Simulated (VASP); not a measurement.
# AlCo3 (Pm-3m) in VASP: a series of runs

Runs on AlCo3. Level: r2SCAN. Tasks: relaxation of cell and atoms, single point.

All numbers are computed with VASP 6.6.1; they aren't measurements. Logs are shortened: lines on timing, memory, paths and dates and some standing lists are left out, and cuts for length are marked.

### Step 1. The cell of the first run

The structure is cubic, space group Pm-3m (No. 221). Conventional cell: a = 3.575 Å, b = 3.575 Å, c = 3.575 Å, α = 90.00°, β = 90.00°, γ = 90.00°. Al (site symmetry m-3m) has 12 Co at 2.53 Å within 3.3 Å. Within 3.3 Å of Co (site symmetry 4/mmm) lie 4 Al at 2.53 Å and 8 Co at 2.53 Å.

### Step 2. Relaxation of cell and atoms, r2SCAN

Input file POSCAR:

```
AlCo3
1.0
    3.5749480000      0.0000000000      0.0000000000
    0.0000000000      3.5749480000      0.0000000000
    0.0000000000      0.0000000000      3.5749480000
Al Co
1 3
Direct
    0.0000000000      0.0000000000      0.0000000000
    0.5000000000      0.5000000000      0.0000000000
    0.5000000000      0.0000000000      0.5000000000
    0.0000000000      0.5000000000      0.5000000000
```

Input file INCAR.step1:

```
  PREC = Accurate
  ENCUT = 600
  ISMEAR = 0
  SIGMA = 0.1
  LREAL = False
  LASPH = True
  NELM = 80
  GGA = PE
  ALGO = Normal
  EDIFF = 1E-4
  LWAVE = True
  LCHARG = False
```

Input file INCAR.step2:

```
  PREC = Accurate
  ENCUT = 600
  EDIFF = 1E-6
  ISMEAR = 0
  SIGMA = 0.1
  LREAL = False
  LASPH = True
  NELM = 80
  ALGO = Normal
  ISIF = 3
  LWAVE = False
  LCHARG = False
  METAGGA = R2SCAN
  LMIXTAU = True
  IBRION = 2
  NSW = 80
  EDIFFG = -0.01
  ISTART = 1
```

Input file KPOINTS:

```
Automatic mesh
0
Gamma
  12 12 12
```

Potentials or basis: VASP PAW PBE potentials, release 64 (Al, Co).

Command:

```sh
cat potpaw_PBE.64/Al/POTCAR potpaw_PBE.64/Co/POTCAR > POTCAR
cp INCAR.step1 INCAR
mpirun -np 1 vasp_std > vasp.out
cp INCAR.step2 INCAR
mpirun -np 1 vasp_std > vasp.out
```

OUTCAR:

```text
PREC = Accurate
   ENCUT = 600
   EDIFF = 1E-6
   ISMEAR = 0
   LREAL = False
   LASPH = True
   NELM = 80
   ISIF = 3
   METAGGA = R2SCAN
   IBRION = 2
   NSW = 80
   EDIFFG = -0.01
   ISTART = 1

 ion  position               nearest neighbor table
   1  0.000  0.000  0.000-   2 2.53   3 2.53   4 2.53   3 2.53   4 2.53   2 2.53   4 2.53   4 2.53
                             2 2.53   3 2.53   3 2.53   2 2.53
   2  0.500  0.500  0.000-   1 2.53   3 2.53   4 2.53   3 2.53   4 2.53   1 2.53   3 2.53   3 2.53
                             1 2.53   4 2.53   4 2.53   1 2.53
   3  0.500  0.000  0.500-   1 2.53   2 2.53   4 2.53   1 2.53   2 2.53   2 2.53   4 2.53   2 2.53
                             1 2.53   4 2.53   1 2.53   4 2.53
   4  0.000  0.500  0.500-   1 2.53   2 2.53   3 2.53   1 2.53   2 2.53   1 2.53   3 2.53   1 2.53
                             2 2.53   3 2.53   2 2.53   3 2.53

  LATTYP: Found a simple cubic cell.
 ALAT       =     3.5749480000

  Lattice vectors:

 A1 = (   3.5749480000,   0.0000000000,   0.0000000000)
 A2 = (   0.0000000000,   3.5749480000,   0.0000000000)
 A3 = (   0.0000000000,   0.0000000000,   3.5749480000)

Analysis of symmetry for initial positions (statically):
=====================================================================
 Subroutine PRICEL returns:
 Original cell was already a primitive cell.

 Routine SETGRP: Setting up the symmetry group for a
 simple cubic supercell.

 Subroutine GETGRP returns: Found 48 space group operations
 (whereof 48 operations were pure point group operations)
 out of a pool of 48 trial point group operations.

The static configuration has the point symmetry O_h .

Analysis of symmetry for dynamics (positions and initial velocities):
=====================================================================
 Subroutine PRICEL returns:
 Original cell was already a primitive cell.

 Routine SETGRP: Setting up the symmetry group for a
 simple cubic supercell.

 Subroutine GETGRP returns: Found 48 space group operations
 (whereof 48 operations were pure point group operations)
 out of a pool of 48 trial point group operations.

The dynamic configuration has the point symmetry O_h .

 Subroutine INISYM returns: Found 48 space group operations
 (whereof 48 operations are pure point group operations),
 and found     1 'primitive' translations

----------------------------------------------------------------------------------------

                                     Primitive cell

  volume of cell :      45.6887

  direct lattice vectors                    reciprocal lattice vectors
     3.574948000  0.000000000  0.000000000     0.279724348  0.000000000  0.000000000
     0.000000000  3.574948000  0.000000000     0.000000000  0.279724348  0.000000000
     0.000000000  0.000000000  3.574948000     0.000000000  0.000000000  0.279724348

  length of vectors
     3.574948000  3.574948000  3.574948000     0.279724348  0.279724348  0.279724348

  position of ions in fractional coordinates (direct lattice)
     0.000000000  0.000000000  0.000000000
     0.500000000  0.500000000  0.000000000
     0.500000000  0.000000000  0.500000000
     0.000000000  0.500000000  0.500000000

  ion indices of the primitive-cell ions
   primitive index   ion index
                 1           1
                 2           2
                 3           3
                 4           4

----------------------------------------------------------------------------------------

 KPOINTS: Automatic mesh

Automatic generation of k-mesh.
 Grid dimensions read from file:
 generate k-points for:   12   12   12

 Generating k-lattice:

  Cartesian coordinates                     Fractional coordinates (reciprocal lattice)
     0.023310362  0.000000000  0.000000000     0.083333333  0.000000000  0.000000000
     0.000000000  0.023310362  0.000000000     0.000000000  0.083333333  0.000000000
     0.000000000  0.000000000  0.023310362     0.000000000  0.000000000  0.083333333

  Length of vectors
     0.023310362  0.023310362  0.023310362

  Shift w.r.t. Gamma in fractional coordinates (k-lattice)
     0.000000000  0.000000000  0.000000000

 Subroutine IBZKPT returns following result:
 ===========================================

 Found     84 irreducible k-points:

 Following reciprocal coordinates:
            Coordinates               Weight
  0.000000  0.000000  0.000000      1.000000
  0.083333  0.000000  0.000000      6.000000
  0.166667  0.000000  0.000000      6.000000
  0.250000  0.000000  0.000000      6.000000
  0.333333  0.000000  0.000000      6.000000
  0.416667  0.000000  0.000000      6.000000
[... 16 lines left out ...]
  0.333333  0.333333  0.000000     12.000000
  0.416667  0.333333  0.000000     24.000000
 [... further k-points ...]
   k-points           NKPTS =     84   k-points in BZ     NKDIM =     84   number of bands    NBANDS=     19
   number of dos      NEDOS =    301   number of ions     NIONS =      4
   total plane-waves  NPLWV =  27000
   dimension x,y,z NGX =    30 NGY =   30 NGZ =   30
   dimension x,y,z NGXF=    60 NGYF=   60 NGZF=   60
   ions per type =               1   3
   NGX,Y,Z   is equivalent  to a cutoff of  13.95, 13.95, 13.95 a.u.
   NGXF,Y,Z  is equivalent  to a cutoff of  27.90, 27.90, 27.90 a.u.
 SYSTEM =  unknown system
   PREC   = accura    normal or accurate (medium, high low for compatibility)
   ISTART =      1    job   : 0-new  1-cont  2-samecut
   ICHARG =      0    charge: 1-file 2-atom 10-const
   ISPIN  =      1    spin polarized calculation?
   LNONCOLLINEAR =      F non collinear calculations
   LSORBIT =      F    spin-orbit coupling
   LASPH  =      T    aspherical Exc in radial PAW
   ENCUT  =  600.0 eV  44.10 Ry    6.64 a.u.   7.14  7.14  7.14*2*pi/ulx,y,z
   NELM   =     80;   NELMIN=  2; NELMDL=  0     # of ELM steps
   EDIFF  = 0.1E-05   stopping-criterion for ELM
   LREAL  =      F    real-space projection
   EDIFFG = -.1E-01   stopping-criterion for IOM
   NSW    =     80    number of steps for IOM
   IBRION =      2    ionic relax: 0-MD 1-quasi-New 2-CG
   NFREE  =      1    steps in history (QN), initial steepest desc. (CG)
   ISIF   =      3    stress and relaxation
   ISYM   =      2    0-nonsym 1-usesym 2-fastsym
   POTIM  = 0.5000    time-step for ionic-motion
   TEBEG  =    0.0;   TEEND  =   0.0 temperature during run
   PSTRESS=    0.0 pullay stress
   NELECT =      30.0000    total number of electrons
   NUPDOWN=      -1.0000    fix difference up-down
   EMIN   =  10.00;   EMAX   =-10.00  energy-range for DOS
   EFERMI =   0.00;   METHOD = LEGACY
   ISMEAR =     0;   SIGMA  =   0.10  broadening in eV -4-tet -1-fermi 0-gaus
   EFERMI_NEDOS =   21; number of points for ismear=-14 and -15
   IALGO  =     38    algorithm
   IMIX   =      4    mixing-type and parameters
     AMIX     =   0.40;   BMIX     =  1.00
     AMIX_MAG =   1.60;   BMIX_MAG =  1.00
  volume/ion in A,a.u.               =      11.42        77.08
  Fermi-wavevector in a.u.,A,eV,Ry     =   1.422915  2.688919 27.547527  2.024686
  Thomas-Fermi vector in A             =   2.543568
   LORBIT       =      0    0 simple, 1 ext, 2 COOP (PROOUT), +10 PAW based schemes
   METAGGA = R2SCAN    functional components
   LHFCALC =     F    Hartree Fock is set to
   AEXX    =    0.0000 exact exchange contribution
   IVDW    =     0    specifies the selected vdW correction
   LEPSILON=     F    determine dielectric tensor
   LRPA    =     F    only Hartree local field effects (RPA)
 conjugate gradient relaxation of ions
 non-spin polarized calculation
 Gauss-broadening in eV      SIGMA  =   0.10
  energy-cutoff  :      600.00
  volume of cell :       45.69
 maximum number of plane-waves:      1568
 NGX is ok and might be reduce to    30
   NGX = 15   NGY = 15   NGZ = 15

--------------------------------------- Ionic step        1  -------------------------------------------

 number of electron      29.9999990 magnetization

 Free energy of the ion-electron system (eV)
  ---------------------------------------------------
  ext. energy  EPLUGINS =         0.00000000
  ---------------------------------------------------
  free energy    TOTEN  =       -46.06560102 eV

  energy without entropy =      -46.03125099  energy(sigma->0) =      -46.04842601

 E-fermi :   9.5926     XC(G=0): -13.8034

 val. band max:        9.5864977529   @ k =   0.0833   0.0000   0.0000
 cond. band min:       9.5962707416   @ k =   0.4167   0.1667   0.1667
 fundamental gap:      0.0097729887
 Fermi energy:         9.5926162867

 k-point     1 :       0.0000    0.0000    0.0000
  band No.  band energies     occupation
      1      -0.5677      2.00000
      2       5.2383      2.00000
      3       6.1603      2.00000
      4       6.1603      2.00000
      5       6.6437      2.00000
      6       6.6437      2.00000
[... 11 lines left out ...]
     18      10.6955      0.00000
     19      10.6955      0.00000
[... 604 lines left out ...]
 POSITION                                       TOTAL-FORCE (eV/Angst)
 -----------------------------------------------------------------------------------
      0.00000      0.00000      0.00000        -0.000000     -0.000000      0.000000
      1.74860      1.74860     -0.00000        -0.000000      0.000000      0.000000
      1.74860      0.00000      1.74860        -0.000000      0.000000      0.000000
      0.00000      1.74860      1.74860         0.000000      0.000000      0.000000
 -----------------------------------------------------------------------------------
    total drift:                                0.000000      0.000000     -0.000000

  FREE ENERGIE OF THE ION-ELECTRON SYSTEM (eV)
  ---------------------------------------------------
  free  energy   TOTEN  =       -46.1951436944 eV

  energy  without entropy=      -46.1635560866  energy(sigma->0) =      -46.17934989

--------------------------------------- Ionic step        4  -------------------------------------------

 number of electron      29.9999998 magnetization

 Free energy of the ion-electron system (eV)
  ---------------------------------------------------
  ext. energy  EPLUGINS =         0.00000000
  ---------------------------------------------------
  free energy    TOTEN  =       -46.19516650 eV

  energy without entropy =      -46.16363387  energy(sigma->0) =      -46.17940019

 E-fermi :  10.5293     XC(G=0): -14.2146

 val. band max:       10.5220656924   @ k =   0.3333   0.1667   0.0000
 cond. band min:      10.5309336217   @ k =   0.2500   0.2500   0.0000
 fundamental gap:      0.0088679294
 Fermi energy:        10.5292719887

 k-point     1 :       0.0000    0.0000    0.0000
  band No.  band energies     occupation
      1      -0.0736      2.00000
      2       5.7648      2.00000
      3       6.7475      2.00000
      4       6.7475      2.00000
      5       7.2649      2.00000
      6       7.2649      2.00000
[... 11 lines left out ...]
     18      11.6915      0.00000
     19      11.6915      0.00000
[... 528 lines left out ...]
 POSITION                                       TOTAL-FORCE (eV/Angst)
 -----------------------------------------------------------------------------------
      0.00000      0.00000      0.00000        -0.000000     -0.000000      0.000000
      1.74783      1.74783     -0.00000        -0.000000     -0.000000      0.000000
      1.74783      0.00000      1.74783        -0.000000      0.000000      0.000000
      0.00000      1.74783      1.74783         0.000000      0.000000      0.000000
 -----------------------------------------------------------------------------------
    total drift:                                0.000000      0.000000     -0.000000

  FREE ENERGIE OF THE ION-ELECTRON SYSTEM (eV)
  ---------------------------------------------------
  free  energy   TOTEN  =       -46.1951665028 eV

  energy  without entropy=      -46.1636338709  energy(sigma->0) =      -46.17940019

 reached required accuracy - stopping structural energy minimisation
```

Wall time 7.3 min (1 thread of Intel Xeon 6975P-C (Granite Rapids), shared host); peak memory 0.25 GiB.

Results:

* Free energy: -46.1952 eV
* Relaxed volume: 10.68 Å³/atom
* Relaxed cell: a = 3.496 Å, b = 3.496 Å, c = 3.496 Å, α = 90.00°, β = 90.00°, γ = 90.00°
* Space group after relaxing (to 0.1 Å): Pm-3m (No. 221)
* Energy gained by relaxing: 32.4 meV/atom
* Ionic steps: 4
* Pressure after relaxing: 0.1 GPa
* Band gap on the k mesh: zero (bands 15 and 16 overlap by 1.21 eV)

Step by step:
```csv
step,energy change (eV),largest force (eV/Å),pressure (GPa),volume (Å³)
1,0.0000,0.0000,-13.21,45.69
2,0.0422,0.0000,19.69,39.74
3,-0.1295,0.0000,-0.26,42.77
4,-0.1296,0.0000,0.11,42.72
```

Final structure:
```yaml
crystal:
  lattice:
    - [3.49565, 0.00000, 0.00000]
    - [0.00000, 3.49565, 0.00000]
    - [0.00000, 0.00000, 3.49565]
  atoms:
    - { symbol: Al, position: [0.00000, 0.00000, 0.00000] }
    - { symbol: Co, position: [0.50000, 0.50000, 0.00000] }
    - { symbol: Co, position: [0.50000, 0.00000, 0.50000] }
    - { symbol: Co, position: [0.00000, 0.50000, 0.50000] }
```

Caveat: the PAW data sets were made with another functional, which shifts forces and pressure a little; the run has no spin polarisation, though such a crystal can be magnetic. Spin polarisation is off, so any magnetic state and its effect on volume and gap are missing.

### Step 3. Single point, r2SCAN, collinear spin, ferromagnetic start

POSCAR is that of step 2.

Input file INCAR.step1:

```
  PREC = Accurate
  ENCUT = 520
  ISMEAR = 0
  SIGMA = 0.1
  LREAL = F
  LASPH = T
  NELM = 150
  ISPIN = 2
  MAGMOM = 0 1.81 1.81 1.81
  LMAXMIX = 4
  NBANDS = 27
  GGA = PE
  ALGO = Normal
  EDIFF = 1E-4
  LWAVE = T
  LCHARG = F
```

Input file INCAR.step2:

```
  PREC = Accurate
  ENCUT = 520
  EDIFF = 1E-7
  ISMEAR = 0
  SIGMA = 0.1
  LREAL = F
  LASPH = T
  NELM = 150
  ALGO = Normal
  ISIF = 2
  LWAVE = F
  LCHARG = F
  ISPIN = 2
  MAGMOM = 0 1.81 1.81 1.81
  LORBIT = 11
  LMAXMIX = 4
  METAGGA = R2SCAN
  LMIXTAU = T
  NBANDS = 27
  ISTART = 1
```

Input file KPOINTS:

```
regular mesh
0
Gamma
  12 12 12
```

Potentials or basis: VASP PAW PBE potentials, release 64 (Al, Co).

Command:

```sh
cat potpaw_PBE.64/Al/POTCAR potpaw_PBE.64/Co/POTCAR > POTCAR
cp INCAR.step1 INCAR
mpirun -np 1 vasp_std > vasp.out
cp INCAR.step2 INCAR
mpirun -np 1 vasp_std > vasp.out
```

Wall time 5.6 min (1 thread of Intel Xeon 6975P-C (Granite Rapids), shared host); peak memory 0.29 GiB.

Results (log left out):

```yaml
Free_energy: -47.1539 eV
Pressure: 1.3 GPa
Net_moment: 4.50 μB per cell
Site_moments: Al -0.04; Co +1.57 μB
Valence_electrons_inside_the_program's_atomic_spheres: Al 0.84; Co 8.32
```

Levels at points of the mesh, in eV from the Fermi level:
Spin up:
```csv
k point,band 15,band 16,band 17,band 18,band 19,band 20
"(0.00, 0.00, 0.00)",-0.91,-0.91,0.32,0.32,0.32,6.23
"(0.50, 0.00, 0.00)",-2.11,-2.11,-0.91,5.22,5.22,5.23
"(0.50, 0.50, 0.00)",-1.91,-1.77,-1.24,-0.06,-0.06,7.93
"(0.50, 0.50, 0.50)",-1.88,-1.31,-1.31,-1.31,-0.89,3.19
```
Spin down:
```tsv
k point	band 11	band 12	band 13	band 14	band 15	band 16
(0.00, 0.00, 0.00)	0.31	0.31	0.31	0.53	0.53	0.53
(0.50, 0.00, 0.00)	-0.89	-0.89	-0.19	0.49	0.53	0.77
(0.50, 0.50, 0.00)	-0.58	-0.57	-0.43	0.19	0.34	0.45
(0.50, 0.50, 0.50)	-1.08	-0.72	-0.72	0.42	0.42	0.42
```

Caveat: the PAW data sets were made with another functional, which shifts forces and pressure a little.

(Continued in part 2 of 2.)
